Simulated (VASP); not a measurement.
# C (P6_3/mmc) in VASP: notebook

C is run at these levels: PBEsol; tasks: single point.

Program: VASP 6.6.1. These are calculated values, not measurements. Logs are shortened: lines on timing, memory, paths and dates and some standing lists are left out, and cuts for length are marked.

## Step 1: The cell of the first run

The structure is hexagonal, space group P6_3/mmc (No. 194). Conventional cell: a = 2.461 Å, b = 2.461 Å, c = 4.165 Å, α = 90.00°, β = 90.00°, γ = 120.00°. C (site symmetry 3m) has 4 C at 1.51 to 1.56 Å within 2.0 Å.

## Step 2: Single point, PBEsol (strained cell)

Input file INCAR:

```
SYSTEM = C
ALGO = Normal ; EDIFF = 1E-6
ENCUT = 1300 ; GGA = PS
GGA_COMPAT = .False. ; ISIF = 2
ISMEAR = 0 ; LASPH = .True.
LCHARG = .False. ; LREAL = .False.
LWAVE = .False. ; NBANDS = 16
NELM = 120 ; PREC = Accurate
SIGMA = 0.02
```

Input file KPOINTS:

```
k-points
0
Gamma
  9 9 6
  0 0 0
```

Input file POSCAR:

```
C
1.0
    2.4612466107      0.0000000000      0.0000000000
   -1.2306233054      2.1315020899      0.0000000000
    0.0000000000      0.0000000000      4.1653029917
C
4
Direct
    0.3333333333      0.6666666667      0.0000573180
    0.6666666667      0.3333333333      0.5000573180
    0.3333333333      0.6666666667      0.3739426820
    0.6666666667      0.3333333333      0.8739426820
```

Potentials or basis: VASP PAW PBE potentials, release 64 (C_h).

The run is started by

```
cat potpaw_PBE.64/C_h/POTCAR > POTCAR
mpirun -np 1 vasp_std > vasp.out
```

OUTCAR:

```text
SYSTEM = C
   EDIFF = 1E-6
   ENCUT = 1300
   GGA = PS
   ISIF = 2
   ISMEAR = 0
   LASPH = .True.
   LREAL = .False.
   NELM = 120
   PREC = Accurate

 ion  position               nearest neighbor table
   1  0.333  0.667  0.000-   4 1.51   4 1.51   4 1.51
   2  0.667  0.333  0.500-   3 1.51   3 1.51   3 1.51
   3  0.333  0.667  0.374-   2 1.51   2 1.51   2 1.51
   4  0.667  0.333  0.874-   1 1.51   1 1.51   1 1.51

  LATTYP: Found a hexagonal cell.
 ALAT       =     2.4612466107
 C/A-ratio  =     1.6923549934

  Lattice vectors:

 A1 = (   2.4612466107,   0.0000000000,   0.0000000000)
 A2 = (  -1.2306233054,   2.1315020899,   0.0000000000)
 A3 = (   0.0000000000,   0.0000000000,   4.1653029917)

Analysis of symmetry for initial positions (statically):
=====================================================================
 Subroutine PRICEL returns:
 Original cell was already a primitive cell.

 Routine SETGRP: Setting up the symmetry group for a
 hexagonal supercell.

 Subroutine GETGRP returns: Found 24 space group operations
 (whereof  6 operations were pure point group operations)
 out of a pool of 24 trial point group operations.

The static configuration has the point symmetry C_3v.
 The point group associated with its full space group is D_6h.

Analysis of symmetry for dynamics (positions and initial velocities):
=====================================================================
 Subroutine PRICEL returns:
 Original cell was already a primitive cell.

 Routine SETGRP: Setting up the symmetry group for a
 hexagonal supercell.

 Subroutine GETGRP returns: Found 24 space group operations
 (whereof  6 operations were pure point group operations)
 out of a pool of 24 trial point group operations.

The dynamic configuration has the point symmetry C_3v.
 The point group associated with its full space group is D_6h.

 Subroutine INISYM returns: Found 24 space group operations
 (whereof  6 operations are pure point group operations),
 and found     1 'primitive' translations

----------------------------------------------------------------------------------------

                                     Primitive cell

  volume of cell :      21.8518

  direct lattice vectors                    reciprocal lattice vectors
     2.461246611  0.000000000  0.000000000     0.406298173  0.234576359  0.000000000
    -1.230623305  2.131502090  0.000000000     0.000000000  0.469152719  0.000000000
     0.000000000  0.000000000  4.165302992     0.000000000  0.000000000  0.240078573

  length of vectors
     2.461246611  2.461246611  4.165302992     0.469152719  0.469152719  0.240078573

  position of ions in fractional coordinates (direct lattice)
     0.333333333  0.666666667  0.000057318
     0.666666667  0.333333333  0.500057318
     0.333333333  0.666666667  0.373942682
     0.666666667  0.333333333  0.873942682

  ion indices of the primitive-cell ions
   primitive index   ion index
                 1           1
                 2           2
                 3           3
                 4           4

----------------------------------------------------------------------------------------

 KPOINTS: k-points

Automatic generation of k-mesh.
 Grid dimensions read from file:
 generate k-points for:    9    9    6

 Generating k-lattice:

  Cartesian coordinates                     Fractional coordinates (reciprocal lattice)
     0.045144241  0.026064040  0.000000000     0.111111111  0.000000000  0.000000000
     0.000000000  0.052128080  0.000000000     0.000000000  0.111111111  0.000000000
     0.000000000  0.000000000  0.040013096     0.000000000  0.000000000  0.166666667

  Length of vectors
     0.052128080  0.052128080  0.040013096

  Shift w.r.t. Gamma in fractional coordinates (k-lattice)
     0.000000000  0.000000000  0.000000000

 Subroutine IBZKPT returns following result:
 ===========================================

 Found     48 irreducible k-points:

 Following reciprocal coordinates:
            Coordinates               Weight
  0.000000  0.000000  0.000000      1.000000
  0.111111  0.000000  0.000000      6.000000
  0.222222  0.000000  0.000000      6.000000
  0.333333  0.000000  0.000000      6.000000
  0.444444  0.000000  0.000000      6.000000
  0.111111  0.111111  0.000000      6.000000
[... 16 lines left out ...]
  0.333333  0.222222  0.166667     24.000000
  0.333333  0.333333  0.166667      4.000000
 [... further k-points ...]
   k-points           NKPTS =     48   k-points in BZ     NKDIM =     48   number of bands    NBANDS=     16
   number of dos      NEDOS =    301   number of ions     NIONS =      4
   total plane-waves  NPLWV =  45000
   dimension x,y,z NGX =    30 NGY =   30 NGZ =   50
   dimension x,y,z NGXF=    60 NGYF=   60 NGZF=  100
   ions per type =               4
   NGX,Y,Z   is equivalent  to a cutoff of  20.26, 20.26, 19.96 a.u.
   NGXF,Y,Z  is equivalent  to a cutoff of  40.53, 40.53, 39.91 a.u.
 SYSTEM =  C
   PREC   = accura    normal or accurate (medium, high low for compatibility)
   ISTART =      0    job   : 0-new  1-cont  2-samecut
   ICHARG =      2    charge: 1-file 2-atom 10-const
   ISPIN  =      1    spin polarized calculation?
   LNONCOLLINEAR =      F non collinear calculations
   LSORBIT =      F    spin-orbit coupling
   LASPH  =      T    aspherical Exc in radial PAW
   ENCUT  = 1300.0 eV  95.55 Ry    9.77 a.u.   7.24  7.24 12.25*2*pi/ulx,y,z
   NELM   =    120;   NELMIN=  2; NELMDL= -5     # of ELM steps
   EDIFF  = 0.1E-05   stopping-criterion for ELM
   LREAL  =      F    real-space projection
   EDIFFG = 0.1E-04   stopping-criterion for IOM
   NSW    =      0    number of steps for IOM
   IBRION =     -1    ionic relax: 0-MD 1-quasi-New 2-CG
   NFREE  =      0    steps in history (QN), initial steepest desc. (CG)
   ISIF   =      2    stress and relaxation
   ISYM   =      2    0-nonsym 1-usesym 2-fastsym
   POTIM  = 0.5000    time-step for ionic-motion
   TEBEG  =    0.0;   TEEND  =   0.0 temperature during run
   PSTRESS=    0.0 pullay stress
   NELECT =      16.0000    total number of electrons
   NUPDOWN=      -1.0000    fix difference up-down
   EMIN   =  10.00;   EMAX   =-10.00  energy-range for DOS
   EFERMI =   0.00;   METHOD = LEGACY
   ISMEAR =     0;   SIGMA  =   0.02  broadening in eV -4-tet -1-fermi 0-gaus
   EFERMI_NEDOS =   21; number of points for ismear=-14 and -15
   IALGO  =     38    algorithm
   IMIX   =      4    mixing-type and parameters
     AMIX     =   0.40;   BMIX     =  1.00
     AMIX_MAG =   1.60;   BMIX_MAG =  1.00
  volume/ion in A,a.u.               =       5.46        36.87
  Fermi-wavevector in a.u.,A,eV,Ry     =   1.475545  2.788375 29.623036  2.177232
  Thomas-Fermi vector in A             =   2.590181
   LORBIT       =      0    0 simple, 1 ext, 2 COOP (PROOUT), +10 PAW based schemes
   GGA     = PS    functional components
   LHFCALC =     F    Hartree Fock is set to
   AEXX    =    0.0000 exact exchange contribution
   IVDW    =     0    specifies the selected vdW correction
   LEPSILON=     F    determine dielectric tensor
   LRPA    =     F    only Hartree local field effects (RPA)
 non-spin polarized calculation
 Gauss-broadening in eV      SIGMA  =   0.02
  energy-cutoff  :     1300.00
  volume of cell :       21.85
 maximum number of plane-waves:      2352
 NGX is ok and might be reduce to    30
   NGX = 15   NGY = 15   NGZ = 25

 number of electron      16.0000000 magnetization

 Free energy of the ion-electron system (eV)
  ---------------------------------------------------
  ext. energy  EPLUGINS =         0.00000000
  ---------------------------------------------------
  free energy    TOTEN  =       -38.41337542 eV

  energy without entropy =      -38.41337542  energy(sigma->0) =      -38.41337542

 E-fermi :  11.9996     XC(G=0): -13.7594

 val. band max:       11.8364479970   @ k =   0.0000   0.0000   0.0000
 cond. band min:      14.7151368610   @ k =   0.3333   0.3333   0.0000
 fundamental gap:      2.8786888641
 Fermi energy:        11.9996123040

 k-point     1 :       0.0000    0.0000    0.0000
  band No.  band energies     occupation
      1     -10.5392      2.00000
      2      -4.9339      2.00000
      3      -2.4078      2.00000
      4       8.7868      2.00000
      5       8.7868      2.00000
      6      11.2400      2.00000
[... 8 lines left out ...]
     15      27.0230      0.00000
     16      29.7472      0.00000

 k-point     2 :       0.1111    0.0000    0.0000
  band No.  band energies     occupation
      1     -10.2201      2.00000
      2      -4.6479      2.00000
      3      -2.1025      2.00000
      4       7.2932      2.00000
      5       8.1497      2.00000
      6      10.5533      2.00000
[... 8 lines left out ...]
     15      27.3630      0.00000
     16      28.4820      0.00000

 k-point     3 :       0.2222    0.0000    0.0000
  band No.  band energies     occupation
      1      -9.2686      2.00000
      2      -3.7941      2.00000
      3      -1.2215      2.00000
      4       4.1630      2.00000
      5       6.9173      2.00000
      6       7.8693      2.00000
[... 8 lines left out ...]
     15      26.6213      0.00000
     16      27.9124      0.00000

 k-point     4 :       0.3333    0.0000    0.0000
  band No.  band energies     occupation
      1      -7.7100      2.00000
      2      -2.3914      2.00000
      3      -0.1910      2.00000
      4       1.1276      2.00000
      5       4.9058      2.00000
      6       5.8596      2.00000
[... 8 lines left out ...]
     15      27.1848      0.00000
     16      28.6728      0.00000
[... 324 lines left out ...]
 k-point    22 :       0.2222    0.2222    0.1667
  band No.  band energies     occupation
      1      -6.6128      2.00000
      2      -2.5638      2.00000
      3       0.4565      2.00000
      4       2.6228      2.00000
      5       2.9399      2.00000
      6       4.1601      2.00000
[... 8 lines left out ...]
     15      25.7470      0.00000
     16      28.1448      0.00000

 k-point    23 :       0.3333    0.2222    0.1667
  band No.  band energies     occupation
      1      -4.6241      2.00000
      2      -1.8311      2.00000
      3      -0.5963      2.00000
      4       1.7088      2.00000
      5       2.0642      2.00000
      6       3.9772      2.00000
[... 8 lines left out ...]
     15      27.2900      0.00000
     16      28.8262      0.00000

 k-point    24 :       0.3333    0.3333    0.1667
  band No.  band energies     occupation
      1      -2.8497      2.00000
      2      -2.8497      2.00000
      3       0.3709      2.00000
      4       1.0294      2.00000
      5       1.0294      2.00000
      6       3.8613      2.00000
[... 8 lines left out ...]
     15      28.0776      0.00000
     16      28.0776      0.00000

 [... further k-points ...]

------------------------ aborting loop because EDIFF is reached ----------------------------------------

  FORCE on cell =-STRESS in cart. coord.  units (eV):
  Direction    XX          YY          ZZ          XY          YZ          ZX
  --------------------------------------------------------------------------------------
  -------------------------------------------------------------------------------------
  Total        2.9307856      2.9307856     -0.1000154     -0.0000000      0.0000000      0.0000000
  in kB      214.8855169    214.8855169     -7.3331390     -0.0000000      0.0000000      0.0000000
  external PRESSURE =     140.8126316 kB  Pullay stress =       0.0000000 kB

 VOLUME and BASIS-vectors are now :
 -----------------------------------------------------------------------------
  energy-cutoff  :     1300.00
  volume of cell :       21.85
      direct lattice vectors                 reciprocal lattice vectors
     2.461246611  0.000000000  0.000000000     0.406298173  0.234576359  0.000000000
    -1.230623305  2.131502090  0.000000000     0.000000000  0.469152719  0.000000000
     0.000000000  0.000000000  4.165302992     0.000000000  0.000000000  0.240078573

 POSITION                                       TOTAL-FORCE (eV/Angst)
 -----------------------------------------------------------------------------------
     -0.00000      1.42100      0.00024         0.000000     -0.000000      0.001189
      1.23062      0.71050      2.08289        -0.000000      0.000000      0.001189
     -0.00000      1.42100      1.55758         0.000000     -0.000000     -0.001189
      1.23062      0.71050      3.64024        -0.000000      0.000000     -0.001189
 -----------------------------------------------------------------------------------
    total drift:                               -0.000000      0.000000      0.000002

  FREE ENERGIE OF THE ION-ELECTRON SYSTEM (eV)
  ---------------------------------------------------
  free  energy   TOTEN  =       -38.4133754232 eV

  energy  without entropy=      -38.4133754232  energy(sigma->0) =      -38.41337542
```

It took 24 s on 1 thread of Intel Xeon Platinum 8559C (Emerald Rapids), shared host; peak memory 0.21 GiB.

What came out:

- Free energy: -38.4134 eV
- Pressure: 14.1 GPa
- Band gap on the k mesh: 2.88 eV (least direct gap 4.94 eV)

Caveat: the cell differs from its parent crystal (strained cell); the stress differs along the axes, from -1 to 21 GPa; the PAW data sets were made with another functional, which shifts forces and pressure a little.

## Step 3: Single point, PBEsol (strained cell)

Input file INCAR:

```
  PREC = Accurate
  ENCUT = 1300
  EDIFF = 1E-6
  ISMEAR = 0
  SIGMA = 0.02
  LREAL = False
  LASPH = True
  NELM = 120
  ALGO = Normal
  ISIF = 2
  LWAVE = False
  LCHARG = False
  GGA = PS
  NBANDS = 16
  GGA_COMPAT = False
```

Input file KPOINTS:

```
regular mesh
0
Gamma
  9 9 6
```

Changes to POSCAR since step 2:

```diff
@@ -4,3 +4,3 @@
    -1.2306233054      2.1315020899      0.0000000000
-    0.0000000000      0.0000000000      4.1653029917
+    0.0000000000      0.0000000000      4.1627789741
 C
```

Potentials or basis: VASP PAW PBE potentials, release 64 (C_h).

The run is started by

```
cat potpaw_PBE.64/C_h/POTCAR > POTCAR
mpirun -np 1 vasp_std > vasp.out
```

It took 37 s on 1 thread of AMD EPYC 7R13 (Zen 3), shared host; peak memory 0.18 GiB.

Results (log left out):

| Quantity | Value |
| --- | --- |
| Free energy | -38.4134 eV |
| Pressure | 14.4 GPa |
| Band gap on the k mesh | 2.88 eV (least direct gap 4.96 eV) |

Stress tensor (GPa, compression positive):
```
21.52  0.00  0.00
 0.00 21.52  0.00
 0.00  0.00  0.10
```

Levels at points of the mesh, in eV from the valence-band top:
```
           k point  band 6  band 7  band 8  band 9  band 10  band 11
(0.00, 0.00, 0.00)   -0.60    0.00    0.00    4.96     5.15     5.15
(0.00, 0.00, 0.50)   -1.83   -1.83   -1.83    7.42     7.42     7.42
```

Caveat: the cell differs from its parent crystal (strained cell); the stress differs along the axes, from 0 to 22 GPa; the PAW data sets were made with another functional, which shifts forces and pressure a little.

[end of part 1 of 2]
